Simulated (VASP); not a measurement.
# H (P6_3/mmc) in VASP: single point with PBEsol

Aim: the single point of H with PBEsol.

Program: VASP 6.6.1. These are calculated values, not measurements. Logs are shortened: lines on timing, memory, paths and dates and some standing lists are left out, and cuts for length are marked.

### 1 The cell of the first run

The structure is hexagonal, space group P6_3/mmc (No. 194). The conventional cell has a = 3.840 Å, b = 3.840 Å, c = 5.047 Å, α = 90.00°, β = 90.00°, γ = 120.00°. Within 1.0 Å of H (site symmetry 3m) lie 1 H at 0.74 Å.

### 2 Single point, PBEsol

Contents of INCAR:

```
SYSTEM = H
PREC = Accurate ; ENCUT = 520
EDIFF = 1E-6 ; ISMEAR = 0
SIGMA = 0.05 ; LREAL = .FALSE.
LASPH = .TRUE. ; NELM = 80
ALGO = Normal ; ISIF = 2
LWAVE = .FALSE. ; LCHARG = .FALSE.
GGA = PS ; NBANDS = 10
```

Contents of KPOINTS:

```
regular mesh
0
G
  9 9 6
  0 0 0
```

Contents of POSCAR:

```
H
1.0
    3.8401304226      0.0000000000      0.0000000000
   -1.9200652113      3.3256504998      0.0000000000
    0.0000000000      0.0000000000      5.0466615500
H
4
Direct
    0.3333333333      0.6666666667      0.1764958800
    0.6666666667      0.3333333333      0.6764958800
    0.6666666667      0.3333333333      0.8235041200
    0.3333333333      0.6666666667      0.3235041200
```

Potentials or basis: VASP PAW PBE potentials, release 64 (H).

The run is started by

```sh
> cat potpaw_PBE.64/H/POTCAR > POTCAR
> mpirun -np 1 vasp_std > vasp.out
```

OUTCAR:

```text
SYSTEM = H
   PREC = Accurate
   ENCUT = 520
   EDIFF = 1E-6
   ISMEAR = 0
   LREAL = .FALSE.
   LASPH = .TRUE.
   NELM = 80
   ISIF = 2
   GGA = PS

 ion  position               nearest neighbor table
   1  0.333  0.667  0.176-   4 0.74
   2  0.667  0.333  0.676-   3 0.74
   3  0.667  0.333  0.824-   2 0.74
   4  0.333  0.667  0.324-   1 0.74

  LATTYP: Found a hexagonal cell.
 ALAT       =     3.8401304226
 C/A-ratio  =     1.3141901432

  Lattice vectors:

 A1 = (   3.8401304226,   0.0000000000,   0.0000000000)
 A2 = (  -1.9200652113,   3.3256504998,   0.0000000000)
 A3 = (   0.0000000000,   0.0000000000,   5.0466615500)

Analysis of symmetry for initial positions (statically):
=====================================================================
 Subroutine PRICEL returns:
 Original cell was already a primitive cell.

 Routine SETGRP: Setting up the symmetry group for a
 hexagonal supercell.

 Subroutine GETGRP returns: Found 24 space group operations
 (whereof 12 operations were pure point group operations)
 out of a pool of 24 trial point group operations.

The static configuration has the point symmetry D_3d.
 The point group associated with its full space group is D_6h.

Analysis of symmetry for dynamics (positions and initial velocities):
=====================================================================
 Subroutine PRICEL returns:
 Original cell was already a primitive cell.

 Routine SETGRP: Setting up the symmetry group for a
 hexagonal supercell.

 Subroutine GETGRP returns: Found 24 space group operations
 (whereof 12 operations were pure point group operations)
 out of a pool of 24 trial point group operations.

The dynamic configuration has the point symmetry D_3d.
 The point group associated with its full space group is D_6h.

 Subroutine INISYM returns: Found 24 space group operations
 (whereof 12 operations are pure point group operations),
 and found     1 'primitive' translations

----------------------------------------------------------------------------------------

                                     Primitive cell

  volume of cell :      64.4506

  direct lattice vectors                    reciprocal lattice vectors
     3.840130423  0.000000000  0.000000000     0.260407822  0.150346526  0.000000000
    -1.920065211  3.325650500  0.000000000     0.000000000  0.300693052  0.000000000
     0.000000000  0.000000000  5.046661550     0.000000000  0.000000000  0.198150795

  length of vectors
     3.840130423  3.840130423  5.046661550     0.300693052  0.300693052  0.198150795

  position of ions in fractional coordinates (direct lattice)
     0.333333333  0.666666667  0.176495880
     0.666666667  0.333333333  0.676495880
     0.666666667  0.333333333  0.823504120
     0.333333333  0.666666667  0.323504120

  ion indices of the primitive-cell ions
   primitive index   ion index
                 1           1
                 2           2
                 3           3
                 4           4

----------------------------------------------------------------------------------------

 KPOINTS: regular mesh

Automatic generation of k-mesh.
 Grid dimensions read from file:
 generate k-points for:    9    9    6

 Generating k-lattice:

  Cartesian coordinates                     Fractional coordinates (reciprocal lattice)
     0.028934202  0.016705170  0.000000000     0.111111111  0.000000000  0.000000000
     0.000000000  0.033410339  0.000000000     0.000000000  0.111111111  0.000000000
     0.000000000  0.000000000  0.033025133     0.000000000  0.000000000  0.166666667

  Length of vectors
     0.033410339  0.033410339  0.033025133

  Shift w.r.t. Gamma in fractional coordinates (k-lattice)
     0.000000000  0.000000000  0.000000000

 Subroutine IBZKPT returns following result:
 ===========================================

 Found     48 irreducible k-points:

 Following reciprocal coordinates:
            Coordinates               Weight
  0.000000  0.000000  0.000000      1.000000
  0.111111 -0.000000  0.000000      6.000000
  0.222222 -0.000000  0.000000      6.000000
  0.333333 -0.000000  0.000000      6.000000
  0.444444 -0.000000  0.000000      6.000000
  0.111111  0.111111  0.000000      6.000000
[... 16 lines left out ...]
  0.333333  0.222222  0.166667     24.000000
  0.333333  0.333333  0.166667      4.000000
 [... further k-points ...]
   k-points           NKPTS =     48   k-points in BZ     NKDIM =     48   number of bands    NBANDS=     10
   number of dos      NEDOS =    301   number of ions     NIONS =      4
   total plane-waves  NPLWV =  36000
   dimension x,y,z NGX =    30 NGY =   30 NGZ =   40
   dimension x,y,z NGXF=    60 NGYF=   60 NGZF=   80
   ions per type =               4
   NGX,Y,Z   is equivalent  to a cutoff of  12.99, 12.99, 13.18 a.u.
   NGXF,Y,Z  is equivalent  to a cutoff of  25.98, 25.98, 26.35 a.u.
 SYSTEM =  H
   PREC   = accura    normal or accurate (medium, high low for compatibility)
   ISTART =      0    job   : 0-new  1-cont  2-samecut
   ICHARG =      2    charge: 1-file 2-atom 10-const
   ISPIN  =      1    spin polarized calculation?
   LNONCOLLINEAR =      F non collinear calculations
   LSORBIT =      F    spin-orbit coupling
   LASPH  =      T    aspherical Exc in radial PAW
   ENCUT  =  520.0 eV  38.22 Ry    6.18 a.u.   7.14  7.14  9.38*2*pi/ulx,y,z
   NELM   =     80;   NELMIN=  2; NELMDL= -5     # of ELM steps
   EDIFF  = 0.1E-05   stopping-criterion for ELM
   LREAL  =      F    real-space projection
   EDIFFG = 0.1E-04   stopping-criterion for IOM
   NSW    =      0    number of steps for IOM
   IBRION =     -1    ionic relax: 0-MD 1-quasi-New 2-CG
   NFREE  =      0    steps in history (QN), initial steepest desc. (CG)
   ISIF   =      2    stress and relaxation
   ISYM   =      2    0-nonsym 1-usesym 2-fastsym
   POTIM  = 0.5000    time-step for ionic-motion
   TEBEG  =    0.0;   TEEND  =   0.0 temperature during run
   PSTRESS=    0.0 pullay stress
   NELECT =       4.0000    total number of electrons
   NUPDOWN=      -1.0000    fix difference up-down
   EMIN   =  10.00;   EMAX   =-10.00  energy-range for DOS
   EFERMI =   0.00;   METHOD = LEGACY
   ISMEAR =     0;   SIGMA  =   0.05  broadening in eV -4-tet -1-fermi 0-gaus
   EFERMI_NEDOS =   21; number of points for ismear=-14 and -15
   IALGO  =     38    algorithm
   IMIX   =      4    mixing-type and parameters
     AMIX     =   0.40;   BMIX     =  1.00
     AMIX_MAG =   1.60;   BMIX_MAG =  1.00
  volume/ion in A,a.u.               =      16.11       108.73
  Fermi-wavevector in a.u.,A,eV,Ry     =   0.648165  1.224855  5.716059  0.420119
  Thomas-Fermi vector in A             =   1.716710
   LORBIT       =      0    0 simple, 1 ext, 2 COOP (PROOUT), +10 PAW based schemes
   GGA     = PS    functional components
   LHFCALC =     F    Hartree Fock is set to
   AEXX    =    0.0000 exact exchange contribution
   IVDW    =     0    specifies the selected vdW correction
   LEPSILON=     F    determine dielectric tensor
   LRPA    =     F    only Hartree local field effects (RPA)
 non-spin polarized calculation
 Gauss-broadening in eV      SIGMA  =   0.05
  energy-cutoff  :      520.00
  volume of cell :       64.45
 maximum number of plane-waves:      1773
 NGX is ok and might be reduce to    30
   NGX = 15   NGY = 15   NGZ = 19

 number of electron       4.0000003 magnetization

 Free energy of the ion-electron system (eV)
  ---------------------------------------------------
  ext. energy  EPLUGINS =         0.00000000
  ---------------------------------------------------
  free energy    TOTEN  =       -13.04301109 eV

  energy without entropy =      -13.04301109  energy(sigma->0) =      -13.04301109

 E-fermi :  -8.5280     XC(G=0):  -4.4821

 val. band max:       -8.7635991928   @ k =   0.0000   0.0000   0.0000
 cond. band min:       0.5594714571   @ k =   0.0000   0.0000   0.0000
 fundamental gap:      9.3230706499
 Fermi energy:        -8.5279968070

 k-point     1 :       0.0000    0.0000    0.0000
  band No.  band energies     occupation
      1     -10.1844      2.00000
      2      -8.7636      2.00000
      3       0.5595      0.00000
      4       3.2159      0.00000
      5       6.2578      0.00000
      6       7.8356      0.00000
      7       8.3719      0.00000
      8       8.3719      0.00000
      9       9.7969      0.00000
     10       9.7969      0.00000

 k-point     2 :       0.1111   -0.0000    0.0000
  band No.  band energies     occupation
      1     -10.1196      2.00000
      2      -8.7686      2.00000
      3       0.7036      0.00000
      4       3.0193      0.00000
      5       5.6147      0.00000
      6       7.5352      0.00000
      7       7.7008      0.00000
      8       8.3263      0.00000
      9      10.5441      0.00000
     10      10.5672      0.00000

 k-point     3 :       0.2222   -0.0000    0.0000
  band No.  band energies     occupation
      1      -9.9399      2.00000
      2      -8.7939      2.00000
      3       1.1287      0.00000
      4       2.5170      0.00000
      5       4.6280      0.00000
      6       6.7150      0.00000
      7       6.8435      0.00000
      8       8.0569      0.00000
      9      10.7406      0.00000
     10      11.1568      0.00000

 k-point     4 :       0.3333   -0.0000    0.0000
  band No.  band energies     occupation
      1      -9.6915      2.00000
      2      -8.8611      2.00000
      3       1.8029      0.00000
      4       1.9222      0.00000
      5       3.9740      0.00000
      6       5.5868      0.00000
      7       6.2320      0.00000
      8       7.6729      0.00000
      9       9.6679      0.00000
     10      10.8260      0.00000
[... 222 lines left out ...]
 k-point    22 :       0.2222    0.2222    0.1667
  band No.  band energies     occupation
      1      -9.5149      2.00000
      2      -8.9499      2.00000
      3       1.7576      0.00000
      4       1.8101      0.00000
      5       4.0673      0.00000
      6       4.5972      0.00000
      7       6.4932      0.00000
      8       6.8532      0.00000
      9      10.4269      0.00000
     10      11.5746      0.00000

 k-point    23 :       0.3333    0.2222    0.1667
  band No.  band energies     occupation
      1      -9.3201      2.00000
      2      -9.0418      2.00000
      3       1.6422      0.00000
      4       2.3299      0.00000
      5       3.0925      0.00000
      6       4.8907      0.00000
      7       5.7628      0.00000
      8       6.2068      0.00000
      9      10.1720      0.00000
     10      11.1456      0.00000

 k-point    24 :       0.3333    0.3333    0.1667
  band No.  band energies     occupation
      1      -9.1627      2.00000
      2      -9.1627      2.00000
      3       1.8995      0.00000
      4       2.5141      0.00000
      5       2.5141      0.00000
      6       5.2431      0.00000
      7       5.2431      0.00000
      8       5.7693      0.00000
      9       9.8036      0.00000
     10      12.8235      0.00000

 [... further k-points ...]
[... 5 lines left out ...]
  --------------------------------------------------------------------------------------
  -------------------------------------------------------------------------------------
  Total       -0.0519191     -0.0519191      0.8263702      0.0000000     -0.0000000      0.0000000
  in kB       -1.2906576     -1.2906576     20.5427449      0.0000000     -0.0000000      0.0000000
  external PRESSURE =       5.9871432 kB  Pullay stress =       0.0000000 kB

 VOLUME and BASIS-vectors are now :
 -----------------------------------------------------------------------------
  energy-cutoff  :      520.00
  volume of cell :       64.45
      direct lattice vectors                 reciprocal lattice vectors
     3.840130423  0.000000000  0.000000000     0.260407822  0.150346526  0.000000000
    -1.920065211  3.325650500  0.000000000     0.000000000  0.300693052  0.000000000
     0.000000000  0.000000000  5.046661550     0.000000000  0.000000000  0.198150795

 POSITION                                       TOTAL-FORCE (eV/Angst)
 -----------------------------------------------------------------------------------
     -0.00000      2.21710      0.89071        -0.000000     -0.000000     -0.605580
      1.92007      1.10855      3.41405         0.000000     -0.000000     -0.605580
      1.92007      1.10855      4.15595         0.000000      0.000000      0.605580
     -0.00000      2.21710      1.63262        -0.000000      0.000000      0.605580
 -----------------------------------------------------------------------------------
    total drift:                                0.000000     -0.000000      0.000000

  FREE ENERGIE OF THE ION-ELECTRON SYSTEM (eV)
  ---------------------------------------------------
  free  energy   TOTEN  =       -13.0430110927 eV

  energy  without entropy=      -13.0430110927  energy(sigma->0) =      -13.04301109
```

Wall time 20 s (1 thread of Intel Xeon 6975P-C, shared host); peak memory 0.18 GiB.

Results:

```yaml
Free_energy: -13.0430 eV
Pressure: 0.6 GPa
Largest_force: 0.606 eV/Å
Band_gap_on_the_k_mesh: 9.32 eV, direct
```

Forces in eV/Å, atoms in the order of the input:
```
H    0.000  0.000 -0.606
H    0.000  0.000 -0.606
H    0.000  0.000  0.606
H    0.000  0.000  0.606
```

Stress tensor (GPa, compression positive):
```
-0.13  0.00  0.00
 0.00 -0.13  0.00
 0.00  0.00  2.05
```

Levels at points of the mesh, in eV from the valence-band top:
```csv
k point,band 1,band 2,band 3,band 4,band 5,band 6,band 7
"(0.00, 0.00, 0.00)",-1.42,0.00,9.32,11.98,15.02,16.60,17.14
"(0.00, 0.00, 0.50)",-0.78,-0.78,10.38,10.38,17.17,17.17,18.25
```

Caveat: the PAW data sets were made with another functional, which shifts forces and pressure a little. A k mesh can miss the band edges.
